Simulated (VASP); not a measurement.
# Mn (P4/nmm) in VASP: a series of runs

Mn is run at these levels: PBE; tasks: single point, relaxation of cell and atoms.

Program: VASP 6.6.1. These are calculated values, not measurements. Logs are shortened: lines on timing, memory, paths and dates and some standing lists are left out, and cuts for length are marked.

## (1) The cell of the first run

The structure is tetragonal, space group P4/nmm (No. 129). The conventional cell has a = 2.682 Å, b = 2.682 Å, c = 3.027 Å, α = 90.00°, β = 90.00°, γ = 90.00°. Within 3.1 Å of Mn (site symmetry 4mm) lie 14 Mn at 2.31 to 3.03 Å.

The cell was generated, and may not be a known phase.

## (2) Single point, PBE, collinear spin, ferromagnetic start

The input, INCAR:

```
SYSTEM = Mn
PREC = Accurate ; ENCUT = 520
EDIFF = 1E-6 ; ISMEAR = 0
SIGMA = 0.1 ; LREAL = .False.
LASPH = .True. ; NELM = 150
ALGO = Normal ; ISIF = 2
LWAVE = .False. ; LCHARG = .True.
ISPIN = 2 ; MAGMOM = 4 4
LORBIT = 11 ; LMAXMIX = 4
GGA = PE ; LELF = .True.
LVHAR = .True. ; NBANDS = 24
```

The input, KPOINTS:

```
Automatic mesh
0
Gamma
  6 6 6
  0 0 0
```

The input, POSCAR:

```
Mn
1.0
    2.6822024753      0.0000000000      0.0000000000
    0.0000000000      2.6822024753      0.0000000000
    0.0000000000      0.0000000000      3.0268178640
Mn
2
Direct
    0.0000000000      0.5000000000      0.2191233804
    0.5000000000      0.0000000000      0.7808766196
```

Potentials or basis: VASP PAW PBE potentials, release 64 (Mn_pv).

Run with:

```bash
$ cat potpaw_PBE.64/Mn_pv/POTCAR > POTCAR
$ mpirun -np 1 vasp_std > vasp.out
```

OUTCAR:

```text
SYSTEM = Mn
   PREC = Accurate
   ENCUT = 520
   EDIFF = 1E-6
   ISMEAR = 0
   LREAL = .False.
   LASPH = .True.
   NELM = 150
   ISIF = 2
   ISPIN = 2
   LORBIT = 11
   GGA = PE

 ion  position               nearest neighbor table
   1  0.000  0.500  0.219-   2 2.31   2 2.31   2 2.31   2 2.31   2 2.55   2 2.55   2 2.55   2 2.55

   2  0.500  0.000  0.781-   1 2.31   1 2.31   1 2.31   1 2.31   1 2.55   1 2.55   1 2.55   1 2.55

  LATTYP: Found a simple tetragonal cell.
 ALAT       =     2.6822024753
 C/A-ratio  =     1.1284822424

  Lattice vectors:

 A1 = (   2.6822024753,   0.0000000000,   0.0000000000)
 A2 = (   0.0000000000,   2.6822024753,   0.0000000000)
 A3 = (   0.0000000000,   0.0000000000,   3.0268178640)

Analysis of symmetry for initial positions (statically):
=====================================================================
 Subroutine PRICEL returns:
 Original cell was already a primitive cell.

 Routine SETGRP: Setting up the symmetry group for a
 simple tetragonal supercell.

 Subroutine GETGRP returns: Found 16 space group operations
 (whereof  8 operations were pure point group operations)
 out of a pool of 16 trial point group operations.

The static configuration has the point symmetry D_2d.
 The point group associated with its full space group is D_4h.

Analysis of symmetry for dynamics (positions and initial velocities):
=====================================================================
 Subroutine PRICEL returns:
 Original cell was already a primitive cell.

 Routine SETGRP: Setting up the symmetry group for a
 simple tetragonal supercell.

 Subroutine GETGRP returns: Found 16 space group operations
 (whereof  8 operations were pure point group operations)
 out of a pool of 16 trial point group operations.

The dynamic configuration has the point symmetry D_2d.
 The point group associated with its full space group is D_4h.

Analysis of structural, dynamic, and magnetic symmetry:
=====================================================================
 Subroutine PRICEL returns:
 Original cell was already a primitive cell.

 Routine SETGRP: Setting up the symmetry group for a
 simple tetragonal supercell.

 Subroutine GETGRP returns: Found 16 space group operations
 (whereof  8 operations were pure point group operations)
 out of a pool of 16 trial point group operations.

The overall configuration has the point symmetry D_2d.
 The point group associated with its full space group is D_4h.

 Subroutine INISYM returns: Found 16 space group operations
 (whereof  8 operations are pure point group operations),
 and found     1 'primitive' translations

----------------------------------------------------------------------------------------

                                     Primitive cell

  volume of cell :      21.7756

  direct lattice vectors                    reciprocal lattice vectors
     2.682202475  0.000000000  0.000000000     0.372827931  0.000000000  0.000000000
     0.000000000  2.682202475  0.000000000     0.000000000  0.372827931  0.000000000
     0.000000000  0.000000000  3.026817864     0.000000000  0.000000000  0.330379972

  length of vectors
     2.682202475  2.682202475  3.026817864     0.372827931  0.372827931  0.330379972

  position of ions in fractional coordinates (direct lattice)
     0.000000000  0.500000000  0.219123380
     0.500000000  0.000000000  0.780876620

  ion indices of the primitive-cell ions
   primitive index   ion index
                 1           1
                 2           2

----------------------------------------------------------------------------------------

 KPOINTS: Automatic mesh

Automatic generation of k-mesh.
 Grid dimensions read from file:
 generate k-points for:    6    6    6

 Generating k-lattice:

  Cartesian coordinates                     Fractional coordinates (reciprocal lattice)
     0.062137989  0.000000000  0.000000000     0.166666667  0.000000000  0.000000000
     0.000000000  0.062137989  0.000000000     0.000000000  0.166666667  0.000000000
     0.000000000  0.000000000  0.055063329     0.000000000  0.000000000  0.166666667

  Length of vectors
     0.062137989  0.062137989  0.055063329

  Shift w.r.t. Gamma in fractional coordinates (k-lattice)
     0.000000000  0.000000000  0.000000000

 Subroutine IBZKPT returns following result:
 ===========================================

 Found     40 irreducible k-points:

 Following reciprocal coordinates:
            Coordinates               Weight
  0.000000  0.000000  0.000000      1.000000
  0.166667  0.000000  0.000000      4.000000
  0.333333  0.000000  0.000000      4.000000
  0.500000  0.000000  0.000000      2.000000
  0.166667  0.166667  0.000000      4.000000
  0.333333  0.166667  0.000000      8.000000
[... 16 lines left out ...]
  0.333333  0.000000  0.333333      8.000000
  0.500000  0.000000  0.333333      4.000000
 [... further k-points ...]
   k-points           NKPTS =     40   k-points in BZ     NKDIM =     40   number of bands    NBANDS=     24
   number of dos      NEDOS =    301   number of ions     NIONS =      2
   total plane-waves  NPLWV =   9600
   dimension x,y,z NGX =    20 NGY =   20 NGZ =   24
   dimension x,y,z NGXF=    40 NGYF=   40 NGZF=   48
   ions per type =               2
   NGX,Y,Z   is equivalent  to a cutoff of  12.40, 12.40, 13.18 a.u.
   NGXF,Y,Z  is equivalent  to a cutoff of  24.79, 24.79, 26.36 a.u.
 SYSTEM =  Mn
   PREC   = accura    normal or accurate (medium, high low for compatibility)
   ISTART =      0    job   : 0-new  1-cont  2-samecut
   ICHARG =      2    charge: 1-file 2-atom 10-const
   ISPIN  =      2    spin polarized calculation?
   LNONCOLLINEAR =      F non collinear calculations
   LSORBIT =      F    spin-orbit coupling
   LASPH  =      T    aspherical Exc in radial PAW
   ENCUT  =  520.0 eV  38.22 Ry    6.18 a.u.   4.99  4.99  5.63*2*pi/ulx,y,z
   NELM   =    150;   NELMIN=  2; NELMDL= -5     # of ELM steps
   EDIFF  = 0.1E-05   stopping-criterion for ELM
   LREAL  =      F    real-space projection
   EDIFFG = 0.1E-04   stopping-criterion for IOM
   NSW    =      0    number of steps for IOM
   IBRION =     -1    ionic relax: 0-MD 1-quasi-New 2-CG
   NFREE  =      0    steps in history (QN), initial steepest desc. (CG)
   ISIF   =      2    stress and relaxation
   ISYM   =      2    0-nonsym 1-usesym 2-fastsym
   POTIM  = 0.5000    time-step for ionic-motion
   TEBEG  =    0.0;   TEEND  =   0.0 temperature during run
   PSTRESS=    0.0 pullay stress
   NELECT =      26.0000    total number of electrons
   NUPDOWN=      -1.0000    fix difference up-down
   EMIN   =  10.00;   EMAX   =-10.00  energy-range for DOS
   EFERMI =   0.00;   METHOD = LEGACY
   ISMEAR =     0;   SIGMA  =   0.10  broadening in eV -4-tet -1-fermi 0-gaus
   EFERMI_NEDOS =   21; number of points for ismear=-14 and -15
   IALGO  =     38    algorithm
   IMIX   =      4    mixing-type and parameters
     AMIX     =   0.40;   BMIX     =  1.00
     AMIX_MAG =   1.60;   BMIX_MAG =  1.00
  volume/ion in A,a.u.               =      10.89        73.47
  Fermi-wavevector in a.u.,A,eV,Ry     =   1.736772  3.282023 41.040301  3.016377
  Thomas-Fermi vector in A             =   2.810123
   LORBIT       =     11    0 simple, 1 ext, 2 COOP (PROOUT), +10 PAW based schemes
   GGA     = PE    functional components
   LHFCALC =     F    Hartree Fock is set to
   AEXX    =    0.0000 exact exchange contribution
   IVDW    =     0    specifies the selected vdW correction
   LEPSILON=     F    determine dielectric tensor
   LRPA    =     F    only Hartree local field effects (RPA)
 spin polarized calculation
 Gauss-broadening in eV      SIGMA  =   0.10
  energy-cutoff  :      520.00
  volume of cell :       21.78
 maximum number of plane-waves:       608
 NGX is ok and might be reduce to    20
   NGX =  9   NGY =  9   NGZ = 11

 number of electron      26.0000032 magnetization       0.2095125

 Free energy of the ion-electron system (eV)
  ---------------------------------------------------
  ext. energy  EPLUGINS =         0.00000000
  ---------------------------------------------------
  free energy    TOTEN  =       -17.70410559 eV

  energy without entropy =      -17.68708731  energy(sigma->0) =      -17.69559645

 E-fermi :  10.5914     XC(G=0): -13.9241

 val. band max:       10.5901684699   @ k =   0.0000   0.0000   0.5000
 cond. band min:      10.5915143126   @ k =   0.3333   0.0000   0.1667
 fundamental gap:      0.0013458427
 Fermi energy:        10.5913880954

 spin component 1

 k-point     1 :       0.0000    0.0000    0.0000
  band No.  band energies     occupation
      1     -38.0191      1.00000
      2     -37.8515      1.00000
      3     -37.8515      1.00000
      4     -37.4207      1.00000
      5     -37.3508      1.00000
      6     -37.3508      1.00000
[... 16 lines left out ...]
     23      33.1218      0.00000
     24      33.9845      0.00000
[... 598 lines left out ...]
      2     -38.1088      1.00000
      3     -37.5838      1.00000
      4     -37.5838      1.00000
      5     -37.4188      1.00000
      6     -37.4188      1.00000
[... 16 lines left out ...]
     23      32.5158      0.00000
     24      32.5158      0.00000

 [... further k-points ...]

 spin component 2

 k-point     1 :       0.0000    0.0000    0.0000
  band No.  band energies     occupation
      1     -37.9041      1.00000
      2     -37.7347      1.00000
      3     -37.7347      1.00000
      4     -37.3034      1.00000
      5     -37.2319      1.00000
      6     -37.2319      1.00000
[... 16 lines left out ...]
     23      33.1273      0.00000
     24      34.0499      0.00000
[... 598 lines left out ...]
      2     -37.9937      1.00000
      3     -37.4659      1.00000
      4     -37.4659      1.00000
      5     -37.3009      1.00000
      6     -37.3009      1.00000
[... 16 lines left out ...]
     23      32.5402      0.00000
     24      32.5402      0.00000

 [... further k-points ...]
[... 5 lines left out ...]
  --------------------------------------------------------------------------------------
  -------------------------------------------------------------------------------------
  Total        0.0303015      0.0303015     -0.0048021      0.0000000      0.0000000      0.0000000
  in kB        2.2294896      2.2294896     -0.3533206      0.0000000      0.0000000      0.0000000
  external PRESSURE =       1.3685529 kB  Pullay stress =       0.0000000 kB

 VOLUME and BASIS-vectors are now :
 -----------------------------------------------------------------------------
  energy-cutoff  :      520.00
  volume of cell :       21.78
      direct lattice vectors                 reciprocal lattice vectors
     2.682202475  0.000000000  0.000000000     0.372827931  0.000000000  0.000000000
     0.000000000  2.682202475  0.000000000     0.000000000  0.372827931  0.000000000
     0.000000000  0.000000000  3.026817864     0.000000000  0.000000000  0.330379972

 POSITION                                       TOTAL-FORCE (eV/Angst)
 -----------------------------------------------------------------------------------
      0.00000      1.34110      0.66325        -0.000000      0.000000      0.055689
      1.34110      0.00000      2.36357         0.000000      0.000000     -0.055689
 -----------------------------------------------------------------------------------
    total drift:                               -0.000000     -0.000000      0.000000

  FREE ENERGIE OF THE ION-ELECTRON SYSTEM (eV)
  ---------------------------------------------------
  free  energy   TOTEN  =       -17.7041055915 eV

  energy  without entropy=      -17.6870873142  energy(sigma->0) =      -17.69559645

 total charge

# of ion       s       p       d       tot
------------------------------------------
    1        0.421   6.401   5.164  11.986
    2        0.421   6.401   5.164  11.986
--------------------------------------------------
tot          0.842  12.802  10.327  23.971

 magnetization (x)

# of ion       s       p       d       tot
------------------------------------------
    1       -0.000  -0.001   0.106   0.104
    2       -0.000  -0.001   0.106   0.104
--------------------------------------------------
tot         -0.001  -0.002   0.211   0.208
```

It took 63 s on 1 thread of AMD EPYC 7R43 (Zen 3), shared host; peak memory 0.11 GiB.

What came out:

* Free energy: -17.7041 eV
* Pressure: 0.1 GPa
* Largest force: 0.056 eV/Å
* Net moment: 0.21 μB per cell
* Site moments: Mn +0.10 μB
* Valence electrons inside the program's atomic spheres: Mn 11.99

Forces on the atoms (eV/Å):
```
Mn   0.000  0.000  0.056
Mn   0.000  0.000 -0.056
```

Stress tensor (GPa, compression positive):
```
 0.22  0.00  0.00
 0.00  0.22  0.00
 0.00  0.00 -0.04
```

Levels at points of the mesh, in eV from the Fermi level:
Spin up:
| k point | band 10 | band 11 | band 12 | band 13 | band 14 | band 15 | band 16 | band 17 |
| --- | --- | --- | --- | --- | --- | --- | --- | --- |
| (0.00, 0.00, 0.00) | -1.67 | -1.67 | -1.04 | -0.10 | 0.40 | 1.55 | 1.55 | 1.55 |
| (0.50, 0.00, 0.00) | -2.74 | -1.25 | -1.25 | -1.01 | -1.01 | 0.33 | 0.33 | 2.22 |
| (0.50, 0.50, 0.00) | -3.50 | 0.79 | 0.79 | 0.95 | 0.95 | 1.51 | 1.51 | 1.78 |
| (0.00, 0.00, 0.50) | -1.79 | -0.87 | -0.87 | -0.56 | -0.56 | -0.39 | 0.00 | 0.80 |
| (0.50, 0.00, 0.50) | -2.61 | -0.37 | -0.37 | 0.36 | 0.36 | 1.00 | 1.00 | 1.87 |
| (0.50, 0.50, 0.50) | -2.72 | -2.66 | -2.66 | 0.42 | 0.42 | 0.97 | 0.97 | 8.87 |
Spin down:
```tsv
k point	band 11	band 12	band 13	band 14	band 15	band 16
(0.00, 0.00, 0.00)	-1.59	-0.98	0.05	0.54	1.63	1.64
(0.50, 0.00, 0.00)	-1.18	-1.18	-0.91	-0.91	0.41	0.41
(0.50, 0.50, 0.00)	0.91	0.91	1.11	1.11	1.53	1.53
(0.00, 0.00, 0.50)	-0.79	-0.79	-0.48	-0.48	-0.32	0.11
(0.50, 0.00, 0.50)	-0.27	-0.27	0.44	0.44	1.11	1.11
(0.50, 0.50, 0.50)	-2.59	-2.59	0.56	0.56	1.13	1.13
```

Caveat: the k points lie up to 0.39 Å⁻¹ apart.

## (3) Relaxation of cell and atoms, PBE, collinear spin, ferromagnetic start

This run uses another cell than the first one, of 16.35 Å³/atom.

The input, INCAR:

```
SYSTEM = Mn
PREC     = Accurate       ! precision mode
ENCUT    = 600            ! plane-wave cutoff, eV
EDIFF    = 1E-6           ! SCF threshold, eV
ISMEAR   = 0              ! smearing method
SIGMA    = 0.1            ! smearing width, eV
LREAL    = .False.        ! projectors in reciprocal space
LASPH    = .True.         ! aspherical terms in the spheres
NELM     = 150            ! most SCF steps
ALGO     = Normal         ! electronic algorithm
ISIF     = 3              ! what is computed and relaxed
LWAVE    = .False.        ! write WAVECAR
LCHARG   = .False.        ! write CHGCAR
ISPIN    = 2              ! spin polarisation
MAGMOM   = 4 4            ! initial moments
LORBIT   = 11             ! projections on sites
LMAXMIX  = 4              ! l up to which the mixer works
GGA      = PE             ! functional
IBRION   = 2              ! ionic algorithm
NSW      = 90             ! ionic steps
EDIFFG   = -0.04          ! ionic threshold
```

KPOINTS is that of step 2.

The input, POSCAR:

```
Mn
1.0
    3.1327245591      0.0000000000      0.0000000000
    0.0000000000      3.1327245591      0.0000000000
    0.0000000000      0.0000000000      3.3312874603
Mn
2
Direct
    0.0000000000      0.5000000000      0.2698800000
    0.5000000000      0.0000000000      0.7301200000
```

Potentials or basis: VASP PAW PBE potentials, release 64 (Mn_pv).

Run with:

```bash
$ cat potpaw_PBE.64/Mn_pv/POTCAR > POTCAR
$ mpirun -np 1 vasp_std > vasp.out
```

Run time: 29 min. Hardware: 1 thread of AMD EPYC 7R43 (Zen 3), shared host; peak memory 0.17 GiB.

The run converged. Its results:

```yaml
Free_energy: -17.8616 eV
Relaxed_volume: 10.72 Å³/atom
Relaxed_cell: a = 2.467 Å, b = 2.467 Å, c = 3.524 Å, α = 90.00°, β = 90.00°, γ = 90.00°
Space_group_after_relaxing_to_0.1_Å: Fm-3m (No. 225)
Pressure_after_relaxing: -0.1 GPa
Largest_force_after_relaxing: 0.007 eV/Å
Band_gap_on_the_k_mesh: zero (filled and empty bands overlap)
Net_moment: 0.00 μB per cell
Valence_electrons_inside_the_program's_atomic_spheres: Mn 11.99
```

Forces on the atoms (eV/Å):
```
Mn   0.000  0.000  0.007
Mn   0.000  0.000 -0.007
```

Stress tensor (GPa, compression positive):
```
 0.01  0.00  0.00
 0.00  0.01  0.00
 0.00  0.00 -0.22
```

Final structure:
```xyz
2
Lattice="2.4666 0.0000 0.0000 0.0000 2.4666 0.0000 0.0000 0.0000 3.5243" Properties=species:S:1:pos:R:3 pbc="T T T"
Mn    0.0000    1.2333    0.8806
Mn    1.2333    0.0000    2.6436
```

Levels at points of the mesh, in eV from the Fermi level:
Spin up:
```tsv
k point	band 8	band 9	band 10	band 11	band 12	band 13	band 14	band 15	band 16	band 17
(0.00, 0.00, 0.00)	-4.75	-3.91	-1.20	-1.12	-1.12	0.49	0.61	1.70	2.03	2.03
(0.50, 0.00, 0.00)	-3.49	-2.25	-2.25	-1.94	-1.94	-0.20	-0.20	0.52	0.52	3.59
(0.50, 0.50, 0.00)	-4.74	-3.93	-3.93	1.68	1.68	2.00	2.00	2.08	2.08	3.62
(0.00, 0.00, 0.50)	-5.47	-2.67	-2.66	-0.59	-0.58	0.18	0.18	0.19	0.19	1.14
(0.50, 0.00, 0.50)	-4.55	-1.31	-1.31	-1.21	-1.21	0.49	0.49	1.71	1.71	1.74
(0.50, 0.50, 0.50)	-3.54	-2.19	-2.19	-2.19	-2.19	0.33	0.33	2.08	2.08	9.93
```
Spin down:
| k point | band 8 | band 9 | band 10 | band 11 | band 12 | band 13 | band 14 | band 15 | band 16 | band 17 |
| --- | --- | --- | --- | --- | --- | --- | --- | --- | --- | --- |
| (0.00, 0.00, 0.00) | -4.75 | -3.91 | -1.20 | -1.12 | -1.12 | 0.49 | 0.61 | 1.70 | 2.03 | 2.03 |
| (0.50, 0.00, 0.00) | -3.49 | -2.25 | -2.25 | -1.94 | -1.94 | -0.20 | -0.20 | 0.52 | 0.52 | 3.59 |
| (0.50, 0.50, 0.00) | -4.74 | -3.93 | -3.93 | 1.68 | 1.68 | 2.00 | 2.00 | 2.08 | 2.08 | 3.62 |
| (0.00, 0.00, 0.50) | -5.47 | -2.67 | -2.66 | -0.59 | -0.58 | 0.18 | 0.18 | 0.19 | 0.19 | 1.14 |
| (0.50, 0.00, 0.50) | -4.55 | -1.31 | -1.31 | -1.21 | -1.21 | 0.49 | 0.49 | 1.71 | 1.71 | 1.74 |
| (0.50, 0.50, 0.50) | -3.54 | -2.19 | -2.19 | -2.19 | -2.19 | 0.33 | 0.33 | 2.08 | 2.08 | 9.93 |

Caveat: the volume moved by over 15 % at a fixed basis, so the end points are rough; the moments typed at the start vanished in this run.

The gap in the log of VASP goes by the Fermi energy; the results here count the filled bands.